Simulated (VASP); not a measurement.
# Ge3S (P6_322) in VASP: further runs, part 2 of 2

VASP 6.6.1.

## (3) Single point, PBE

This run uses another cell than the first one, of 21.10 Å³/atom.

Input file INCAR:

```
ALGO     = Normal         # electronic algorithm
EDIFF    = 1E-6           # SCF threshold, eV
ENCUT    = 520            # plane-wave cutoff, eV
GGA      = PE             # functional
ISIF     = 2              # what is computed and relaxed
ISMEAR   = 0              # smearing method
LASPH    = T              # aspherical terms in the spheres
LCHARG   = F              # write CHGCAR
LREAL    = F              # projectors in reciprocal space
LWAVE    = F              # write WAVECAR
NBANDS   = 58             # bands
NELM     = 80             # most SCF steps
PREC     = Accurate       # precision mode
SIGMA    = 0.1            # smearing width, eV
```

Input file KPOINTS:

```
k-points
0
Gamma
  3 3 4
```

Input file POSCAR:

```
Ge3S
1.0
    6.4160806241     -0.0000000032      0.0000000000
   -3.2080403093      5.5564888148      0.0000000000
    0.0000000000      0.0000000000      4.7347244081
Ge S
6 2
Direct
    0.0000000000      0.7443637446      0.5000000000
    0.0000000000      0.2556362554      0.0000000000
    0.7443637446      0.7443637446      0.0000000000
    0.7443637446      0.0000000000      0.5000000000
    0.2556362554      0.2556362554      0.5000000000
    0.2556362554      0.0000000000      0.0000000000
    0.6666666667      0.3333333333      0.7500000000
    0.3333333333      0.6666666667      0.2500000000
```

Potentials or basis: VASP PAW PBE potentials, release 64 (Ge_d, S).

Run with:

```console
$ cat potpaw_PBE.64/Ge_d/POTCAR potpaw_PBE.64/S/POTCAR > POTCAR
$ mpirun -np 1 vasp_std > vasp.out
```

OUTCAR:

```text
EDIFF = 1E-6
   ENCUT = 520
   GGA = PE
   ISIF = 2
   ISMEAR = 0
   LASPH = T
   LREAL = F
   NELM = 80
   PREC = Accurate

 ion  position               nearest neighbor table
   1  0.000  0.744  0.500-   8 2.70   7 2.70   5 2.84   4 2.84   6 2.88   6 2.88   3 2.88   3 2.88

   2  0.000  0.256  0.000-   7 2.70   8 2.70   3 2.84   6 2.84   4 2.88   4 2.88   5 2.88   5 2.88

   3  0.744  0.744  0.000-   8 2.70   7 2.70   6 2.84   2 2.84   1 2.88   1 2.88   4 2.88   4 2.88

   4  0.744  0.000  0.500-   7 2.70   8 2.70   5 2.84   1 2.84   2 2.88   2 2.88   3 2.88   3 2.88

   5  0.256  0.256  0.500-   7 2.70   8 2.70   4 2.84   1 2.84   2 2.88   2 2.88   6 2.88   6 2.88

   6  0.256  0.000  0.000-   8 2.70   7 2.70   3 2.84   2 2.84   1 2.88   1 2.88   5 2.88   5 2.88

   7  0.667  0.333  0.750-   2 2.70   4 2.70   6 2.70   1 2.70   5 2.70   3 2.70
   8  0.333  0.667  0.250-   1 2.70   6 2.70   4 2.70   2 2.70   3 2.70   5 2.70

  LATTYP: Found a hexagonal cell.
 ALAT       =     6.4160806241
 C/A-ratio  =     0.7379465262

  Lattice vectors:

 A1 = (   6.4160806241,  -0.0000000032,   0.0000000000)
 A2 = (  -3.2080403093,   5.5564888148,   0.0000000000)
 A3 = (   0.0000000000,   0.0000000000,   4.7347244081)

Analysis of symmetry for initial positions (statically):
=====================================================================
 Subroutine PRICEL returns:
 Original cell was already a primitive cell.

 Routine SETGRP: Setting up the symmetry group for a
 hexagonal supercell.

 Subroutine GETGRP returns: Found 12 space group operations
 (whereof  6 operations were pure point group operations)
 out of a pool of 24 trial point group operations.

The static configuration has the point symmetry D_3 .
 The point group associated with its full space group is D_6 .

Analysis of symmetry for dynamics (positions and initial velocities):
=====================================================================
 Subroutine PRICEL returns:
 Original cell was already a primitive cell.

 Routine SETGRP: Setting up the symmetry group for a
 hexagonal supercell.

 Subroutine GETGRP returns: Found 12 space group operations
 (whereof  6 operations were pure point group operations)
 out of a pool of 24 trial point group operations.

The dynamic configuration has the point symmetry D_3 .
 The point group associated with its full space group is D_6 .

 Subroutine INISYM returns: Found 12 space group operations
 (whereof  6 operations are pure point group operations),
 and found     1 'primitive' translations

----------------------------------------------------------------------------------------

                                     Primitive cell

  volume of cell :     168.7971

  direct lattice vectors                    reciprocal lattice vectors
     6.416080624 -0.000000003  0.000000000     0.155858391  0.089984884  0.000000000
    -3.208040309  5.556488815  0.000000000     0.000000000  0.179969768  0.000000000
     0.000000000  0.000000000  4.734724408     0.000000000  0.000000000  0.211205535

  length of vectors
     6.416080624  6.416080624  4.734724408     0.179969768  0.179969768  0.211205535

  position of ions in fractional coordinates (direct lattice)
     0.000000000  0.744363745  0.500000000
[... 52 lines left out ...]
  0.333333  0.333333  0.250000      4.000000
  0.000000  0.000000  0.500000      1.000000
  0.333333  0.000000  0.500000      6.000000
  0.333333  0.333333  0.500000      2.000000
   k-points           NKPTS =      9   k-points in BZ     NKDIM =      9   number of bands    NBANDS=     58
   number of dos      NEDOS =    301   number of ions     NIONS =      8
   total plane-waves  NPLWV =  82944
   dimension x,y,z NGX =    48 NGY =   48 NGZ =   36
   dimension x,y,z NGXF=    96 NGYF=   96 NGZF=   72
   ions per type =               6   2
   NGX,Y,Z   is equivalent  to a cutoff of  12.44, 12.44, 12.64 a.u.
   NGXF,Y,Z  is equivalent  to a cutoff of  24.87, 24.87, 25.28 a.u.
 SYSTEM =  unknown system
   PREC   = accura    normal or accurate (medium, high low for compatibility)
   ISTART =      0    job   : 0-new  1-cont  2-samecut
   ICHARG =      2    charge: 1-file 2-atom 10-const
   ISPIN  =      1    spin polarized calculation?
   LNONCOLLINEAR =      F non collinear calculations
   LSORBIT =      F    spin-orbit coupling
   LASPH  =      T    aspherical Exc in radial PAW
   ENCUT  =  520.0 eV  38.22 Ry    6.18 a.u.  11.93 11.93  8.80*2*pi/ulx,y,z
   NELM   =     80;   NELMIN=  2; NELMDL= -5     # of ELM steps
   EDIFF  = 0.1E-05   stopping-criterion for ELM
   LREAL  =      F    real-space projection
   EDIFFG = 0.1E-04   stopping-criterion for IOM
   NSW    =      0    number of steps for IOM
   IBRION =     -1    ionic relax: 0-MD 1-quasi-New 2-CG
   NFREE  =      0    steps in history (QN), initial steepest desc. (CG)
   ISIF   =      2    stress and relaxation
   ISYM   =      2    0-nonsym 1-usesym 2-fastsym
   POTIM  = 0.5000    time-step for ionic-motion
   TEBEG  =    0.0;   TEEND  =   0.0 temperature during run
   PSTRESS=    0.0 pullay stress
   NELECT =      96.0000    total number of electrons
   NUPDOWN=      -1.0000    fix difference up-down
   EMIN   =  10.00;   EMAX   =-10.00  energy-range for DOS
   EFERMI =   0.00;   METHOD = LEGACY
   ISMEAR =     0;   SIGMA  =   0.10  broadening in eV -4-tet -1-fermi 0-gaus
   EFERMI_NEDOS =   21; number of points for ismear=-14 and -15
   IALGO  =     38    algorithm
   IMIX   =      4    mixing-type and parameters
     AMIX     =   0.40;   BMIX     =  1.00
     AMIX_MAG =   1.60;   BMIX_MAG =  1.00
  volume/ion in A,a.u.               =      21.10       142.39
  Fermi-wavevector in a.u.,A,eV,Ry     =   1.356366  2.563160 25.031032  1.839729
  Thomas-Fermi vector in A             =   2.483375
   LORBIT       =      0    0 simple, 1 ext, 2 COOP (PROOUT), +10 PAW based schemes
   GGA     = PE    functional components
   LHFCALC =     F    Hartree Fock is set to
   AEXX    =    0.0000 exact exchange contribution
   IVDW    =     0    specifies the selected vdW correction
   LEPSILON=     F    determine dielectric tensor
   LRPA    =     F    only Hartree local field effects (RPA)
 non-spin polarized calculation
 Gauss-broadening in eV      SIGMA  =   0.10
  energy-cutoff  :      520.00
  volume of cell :      168.80
 maximum number of plane-waves:      4556
 NGX is ok and might be reduce to    48
   NGX = 23   NGY = 23   NGZ = 17

 number of electron      96.0000027 magnetization

 Free energy of the ion-electron system (eV)
  ---------------------------------------------------
  ext. energy  EPLUGINS =         0.00000000
  ---------------------------------------------------
  free energy    TOTEN  =       -33.20597273 eV

  energy without entropy =      -33.19364069  energy(sigma->0) =      -33.19980671

 E-fermi :   5.4123     XC(G=0): -10.2683

 val. band max:        5.3793005174   @ k =   0.0000   0.0000   0.2500
 cond. band min:       5.4232029137   @ k =   0.3333   0.0000   0.0000
 fundamental gap:      0.0439023963
 Fermi energy:         5.4122967361

 k-point     1 :       0.0000    0.0000    0.0000
  band No.  band energies     occupation
      1     -19.3532      2.00000
      2     -19.3356      2.00000
      3     -19.3356      2.00000
      4     -19.3272      2.00000
      5     -19.3171      2.00000
      6     -19.3171      2.00000
[... 538 lines left out ...]
     57      10.3590      0.00000
     58      10.3590      0.00000

------------------------ aborting loop because EDIFF is reached ----------------------------------------

  FORCE on cell =-STRESS in cart. coord.  units (eV):
  Direction    XX          YY          ZZ          XY          YZ          ZX
  --------------------------------------------------------------------------------------
  -------------------------------------------------------------------------------------
  Total        0.2096212      0.2096212      0.3913814     -0.0000000      0.0000000      0.0000000
  in kB        1.9896692      1.9896692      3.7148889     -0.0000000      0.0000000      0.0000000
  external PRESSURE =       2.5647425 kB  Pullay stress =       0.0000000 kB

 VOLUME and BASIS-vectors are now :
 -----------------------------------------------------------------------------
  energy-cutoff  :      520.00
  volume of cell :      168.80
      direct lattice vectors                 reciprocal lattice vectors
     6.416080624 -0.000000003  0.000000000     0.155858391  0.089984884  0.000000000
    -3.208040309  5.556488815  0.000000000     0.000000000  0.179969768  0.000000000
     0.000000000  0.000000000  4.734724408     0.000000000  0.000000000  0.211205535

 POSITION                                       TOTAL-FORCE (eV/Angst)
 -----------------------------------------------------------------------------------
     -2.38795      4.13605      2.36736         0.009188     -0.015915      0.000000
     -0.82009      1.42044      0.00000        -0.009188      0.015915      0.000000
      2.38795      4.13605      0.00000        -0.009188     -0.015915     -0.000000
      4.77590     -0.00000      2.36736        -0.018377      0.000000      0.000000
      0.82009      1.42044      2.36736         0.009188      0.015915      0.000000
      1.64018     -0.00000      0.00000         0.018377     -0.000000     -0.000000
      3.20804      1.85216      3.55104        -0.000000     -0.000000     -0.000000
      0.00000      3.70433      1.18368        -0.000000     -0.000000     -0.000000
 -----------------------------------------------------------------------------------
    total drift:                               -0.000000      0.000000     -0.000000

  FREE ENERGIE OF THE ION-ELECTRON SYSTEM (eV)
  ---------------------------------------------------
  free  energy   TOTEN  =       -33.2059727347 eV

  energy  without entropy=      -33.1936406930  energy(sigma->0) =      -33.19980671
```

Wall time 39 s (1 thread of Intel Xeon 6975P-C (Granite Rapids), shared host); peak memory 0.29 GiB.

What came out:

```
Free energy            : -33.2060 eV
Pressure               : 0.3 GPa
Largest force          : 0.018 eV/Å
Band gap on the k mesh : zero (bands 48 and 49 overlap by 1.16 eV)
```

Forces in eV/Å, atoms in the order of the input:
```
Ge   0.009 -0.016  0.000
Ge  -0.009  0.016  0.000
Ge  -0.009 -0.016  0.000
Ge  -0.018  0.000  0.000
Ge   0.009  0.016  0.000
Ge   0.018  0.000  0.000
S    0.000  0.000  0.000
S    0.000  0.000  0.000
```

Stress tensor (GPa, compression positive):
```
0.20 0.00 0.00
0.00 0.20 0.00
0.00 0.00 0.37
```

Levels at points of the mesh, in eV from the Fermi level:
| k point | band 44 | band 45 | band 46 | band 47 | band 48 | band 49 | band 50 | band 51 | band 52 | band 53 |
| --- | --- | --- | --- | --- | --- | --- | --- | --- | --- | --- |
| (0.00, 0.00, 0.00) | -2.58 | -2.58 | -1.98 | -0.99 | -0.99 | 0.22 | 0.22 | 1.33 | 1.41 | 1.41 |
| (0.00, 0.00, 0.50) | -4.00 | 0.33 | 0.33 | 0.60 | 0.60 | 1.11 | 1.11 | 2.13 | 2.13 | 3.62 |

Caveat: the k points lie up to 0.38 Å⁻¹ apart, too coarse for converged energies and pressures of a metal.

## (4) Relaxation of cell and atoms, PBE

Input file INCAR:

```
SYSTEM = Ge3S
  ALGO = Normal
  EDIFF = 1E-7
  EDIFFG = -0.04
  ENCUT = 600
  GGA = PE
  IBRION = 2
  ISIF = 3
  ISMEAR = 0
  LASPH = .TRUE.
  LCHARG = .FALSE.
  LREAL = .FALSE.
  LWAVE = .FALSE.
  NELM = 100
  NSW = 90
  PREC = Accurate
  SIGMA = 0.1
```

Input file KPOINTS:

```
k-points
0
G
  3 3 4
  0 0 0
```

Input file POSCAR:

```
Ge3S
1.0
    5.7844607700      0.0000000000      0.0000000000
   -2.8922303800      5.0094899700      0.0000000000
    0.0000000000      0.0000000000      5.3413665600
Ge S
6 2
Direct
    0.0000000000      0.6722354300      0.5000000000
    0.0000000000      0.3277645700      0.0000000000
    0.6722354300      0.6722354300      0.0000000000
    0.6722354300      0.0000000000      0.5000000000
    0.3277645700      0.3277645700      0.5000000000
    0.3277645700      0.0000000000      0.0000000000
    0.6666666700      0.3333333300      0.7500000000
    0.3333333300      0.6666666700      0.2500000000
```

Run with:

```console
$ cat potpaw_PBE.64/Ge_d/POTCAR potpaw_PBE.64/S/POTCAR > POTCAR
$ mpirun -np 1 vasp_std > vasp.out
```

Wall time 11 min (1 thread of Intel Xeon 6975P-C (Granite Rapids), shared host); peak memory 0.36 GiB.

The run converged. Its results:

```yaml
Free_energy: -33.2043 eV
Relaxed_volume: 21.18 Å³/atom
Relaxed_cell: a = 6.419 Å, b = 6.419 Å, c = 4.748 Å, α = 90.00°, β = 90.00°, γ = 120.00°
Space_group_after_relaxing_to_0.1_Å: P6_322 (No. 182)
Energy_gained_by_relaxing: 404.7 meV/atom
Ionic_steps: 15
Pressure_after_relaxing: 0.0 GPa
Largest_force_after_relaxing: 0.016 eV/Å
Band_gap_on_the_k_mesh: zero (bands 48 and 49 overlap by 1.16 eV)
```

Forces on the atoms (eV/Å):
```
Ge  -0.008  0.014  0.000
Ge   0.008 -0.014  0.000
Ge   0.008  0.014  0.000
Ge   0.016  0.000  0.000
Ge  -0.008 -0.014  0.000
Ge  -0.016  0.000  0.000
S    0.000  0.000  0.000
S    0.000  0.000  0.000
```

Stress tensor (GPa, compression positive):
```
-0.01  0.00  0.00
 0.00 -0.01  0.00
 0.00  0.00  0.07
```

Step by step:
| step | energy change (eV) | largest force (eV/Å) | pressure (GPa) | volume (Å³) |
| --- | --- | --- | --- | --- |
| 1 | 0.0000 | 1.6401 | 12.92 | 154.78 |
| 2 | -1.4420 | 0.5812 | -2.33 | 192.43 |
| 3 | -1.4584 | 0.6641 | -1.19 | 187.74 |
| 4 | -1.6310 | 0.6743 | -1.08 | 185.01 |
| 5 | -2.1601 | 0.7208 | -0.62 | 176.91 |
| 6 | -2.8626 | 0.1719 | 3.84 | 161.07 |
| 7 | -2.8582 | 0.1448 | 2.59 | 163.76 |
| 8 | -2.8702 | 0.0011 | 3.19 | 162.42 |
| 9 | -2.9774 | 0.1889 | 2.76 | 163.40 |
| 10 | -3.0465 | 0.5247 | 2.40 | 164.74 |
| 11 | -3.1463 | 0.3202 | 1.12 | 167.61 |
| 12 | -3.2150 | 0.0076 | -1.10 | 173.45 |
| 13 | -3.2155 | 0.0270 | -0.94 | 173.00 |
| 14 | -3.2289 | 0.0103 | -0.62 | 171.73 |
| 15 | -3.2379 | 0.0160 | 0.02 | 169.41 |

Final structure:
```
Ge S
1.0
     6.41902    0.00000    0.00000
    -3.20951    5.55904    0.00000
     0.00000    0.00000    4.74765
Ge S
6 2
Direct
  0.00000 0.74371 0.50000
  0.00000 0.25629 0.00000
  0.74371 0.74371 0.00000
  0.74371 0.00000 0.50000
  0.25629 0.25629 0.50000
  0.25629 0.00000 0.00000
  0.66667 0.33333 0.75000
  0.33333 0.66667 0.25000
```

Levels at points of the mesh, in eV from the Fermi level:
| k point | band 44 | band 45 | band 46 | band 47 | band 48 | band 49 | band 50 | band 51 | band 52 | band 53 |
| --- | --- | --- | --- | --- | --- | --- | --- | --- | --- | --- |
| (0.00, 0.00, 0.00) | -2.59 | -2.59 | -1.97 | -0.98 | -0.98 | 0.20 | 0.20 | 1.32 | 1.42 | 1.42 |
| (0.00, 0.00, 0.50) | -3.97 | 0.32 | 0.32 | 0.61 | 0.61 | 1.13 | 1.13 | 2.10 | 2.10 | 3.61 |

Caveat: the k points lie up to 0.38 Å⁻¹ apart in the final cell, too coarse for converged energies and pressures of a metal.

## (5) Single point, PBE

This run uses another cell than the first one, of 21.07 Å³/atom.

Input file INCAR:

```
SYSTEM = Ge3S
ALGO     = Normal         ! electronic algorithm
EDIFF    = 1E-6           ! SCF threshold, eV
ENCUT    = 520            ! plane-wave cutoff, eV
GGA      = PE             ! functional
ISIF     = 2              ! what is computed and relaxed
ISMEAR   = 0              ! smearing method
LASPH    = .True.         ! aspherical terms in the spheres
LCHARG   = .True.         ! write CHGCAR
LELF     = .True.         ! ELF
LREAL    = .False.        ! projectors in reciprocal space
LVHAR    = .True.       
LWAVE    = .False.        ! write WAVECAR
NBANDS   = 58             ! bands
NELM     = 100            ! most SCF steps
PREC     = Accurate       ! precision mode
SIGMA    = 0.1            ! smearing width, eV
```

Input file KPOINTS:

```
k-points
0
Gamma
  6 6 8
  0 0 0
```

Input file POSCAR:

```
Ge3S
1.0
    6.7560877685      0.0000000000      0.0000000000
   -3.3780438842      5.8509436377      0.0000000000
    0.0000000000      0.0000000000      4.2647902774
Ge S
6 2
Direct
    0.0000000000      0.7345556498      0.5000000000
    0.0000000000      0.2654443502      0.0000000000
    0.7345556498      0.7345556498      0.0000000000
    0.7345556498      0.0000000000      0.5000000000
    0.2654443502      0.2654443502      0.5000000000
    0.2654443502      0.0000000000      0.0000000000
    0.6666666667      0.3333333333      0.7500000000
    0.3333333333      0.6666666667      0.2500000000
```

Run with:

```console
$ cat potpaw_PBE.64/Ge_d/POTCAR potpaw_PBE.64/S/POTCAR > POTCAR
$ mpirun -np 1 vasp_std > vasp.out
```

Wall time 2.5 min (1 thread of Intel Xeon 6975P-C (Granite Rapids), shared host); peak memory 0.41 GiB.

Results (log left out):

* Free energy: -33.1857 eV
* Pressure: 0.0 GPa
* Band gap on the k mesh: zero (bands 48 and 49 overlap by 1.22 eV)

Levels at points of the mesh, in eV from the Fermi level:
```
           k point  band 46  band 47  band 48  band 49  band 50  band 51
(0.00, 0.00, 0.00)    -1.70    -0.34    -0.34     0.47     0.47     0.59
(0.50, 0.00, 0.00)    -1.22    -0.38    -0.08    -0.01     0.41     1.22
(0.00, 0.00, 0.50)    -0.28     0.38     0.38     0.64     0.64     2.56
(0.50, 0.00, 0.50)    -1.86    -1.20    -1.20     0.28     0.28     1.94
```

## (6) Single point, PBE

This run uses another cell than the first one, of 21.08 Å³/atom.

Input file INCAR:

```
ALGO = Normal ; EDIFF = 1E-6
ENCUT = 520 ; GGA = PE
ISIF = 2 ; ISMEAR = 0
LASPH = True ; LCHARG = False
LREAL = False ; LWAVE = False
NBANDS = 58 ; NELM = 60
PREC = Accurate ; SIGMA = 0.1
```

Input file KPOINTS:

```
k-points
0
Gamma
  6 6 10
```

Input file POSCAR:

```
Ge3S
1.0
    6.7692966366      0.0000000000      0.0000000000
   -3.3846483183      5.8623828531      0.0000000000
    0.0000000000      0.0000000000      4.2487062184
Ge S
6 2
Direct
    0.0000000000      0.7343723039      0.5000000000
    0.0000000000      0.2656276961      0.0000000000
    0.7343723039      0.7343723039      0.0000000000
    0.7343723039      0.0000000000      0.5000000000
    0.2656276961      0.2656276961      0.5000000000
    0.2656276961      0.0000000000      0.0000000000
    0.6666666667      0.3333333333      0.7500000000
    0.3333333333      0.6666666667      0.2500000000
```

Potentials or basis: VASP PAW PBE potentials, release 64 (Ge_d, S).

Run with:

```console
$ cat potpaw_PBE.64/Ge_d/POTCAR potpaw_PBE.64/S/POTCAR > POTCAR
$ mpirun -np 1 vasp_std > vasp.out
```

It took 3.4 min on 1 thread of Intel Xeon 6975P-C (Granite Rapids), shared host; peak memory 0.45 GiB.

It converged, with:

```
Free energy            : -33.1699 eV
Pressure               : 0.0 GPa
Band gap on the k mesh : zero (bands 48 and 49 overlap by 1.32 eV)
```

Forces in eV/Å, atoms in the order of the input:
```
Ge   0.001 -0.002  0.000
Ge  -0.001  0.002  0.000
Ge  -0.001 -0.002  0.000
Ge  -0.002  0.000  0.000
Ge   0.001  0.002  0.000
Ge   0.002  0.000  0.000
S    0.000  0.000  0.000
S    0.000  0.000  0.000
```

Levels at points of the mesh, in eV from the Fermi level:
| k point | band 46 | band 47 | band 48 | band 49 | band 50 | band 51 |
| --- | --- | --- | --- | --- | --- | --- |
| (0.00, 0.00, 0.00) | -1.67 | -0.32 | -0.32 | 0.43 | 0.43 | 0.55 |
| (0.50, 0.00, 0.00) | -1.21 | -0.38 | -0.08 | -0.04 | 0.42 | 1.22 |
| (0.00, 0.00, 0.50) | -0.31 | 0.36 | 0.36 | 0.61 | 0.61 | 2.52 |
| (0.50, 0.00, 0.50) | -1.88 | -1.22 | -1.22 | 0.25 | 0.25 | 1.91 |

## (7) Summary

```csv
task,cell,k mesh,cutoff (eV),gap on the mesh (eV),pressure (GPa),largest force (eV/Å)
single point,"a = 5.784, b = 5.784, c = 5.341 Å, angles 90.0, 90.0, 120.0°, 8 atoms, atomic positions A",3 × 3 × 4,520,none,12.9,1.64
single point,"a = 6.416, b = 6.416, c = 4.735 Å, angles 90.0, 90.0, 120.0°, 8 atoms, atomic positions B",3 × 3 × 4,520,none,0.3,0.02
relaxation of cell and atoms,"relaxed from a = 5.784, b = 5.784, c = 5.341 Å, angles 90.0, 90.0, 120.0°, 8 atoms, atomic positions A",3 × 3 × 4,600,none,0.0,0.02
single point,"a = 6.756, b = 6.756, c = 4.265 Å, angles 90.0, 90.0, 120.0°, 8 atoms, atomic positions C",6 × 6 × 8,520,none,0.0,-
single point,"a = 6.769, b = 6.769, c = 4.249 Å, angles 90.0, 90.0, 120.0°, 8 atoms, atomic positions C",6 × 6 × 10,520,none,0.0,-
```

Alike in all rows: level PBE; potentials or basis VASP PAW PBE potentials, release 64 (Ge_d, S); no spin polarisation; smearing gaussian 0.1 eV.

Caveats: some runs use coarse meshes; forces of over 1 eV/Å act on the atoms, so gaps and moduli don't describe the material at rest (at least some runs).

Total energies depend on the potentials used, so only differences within one code and one set of settings carry meaning.
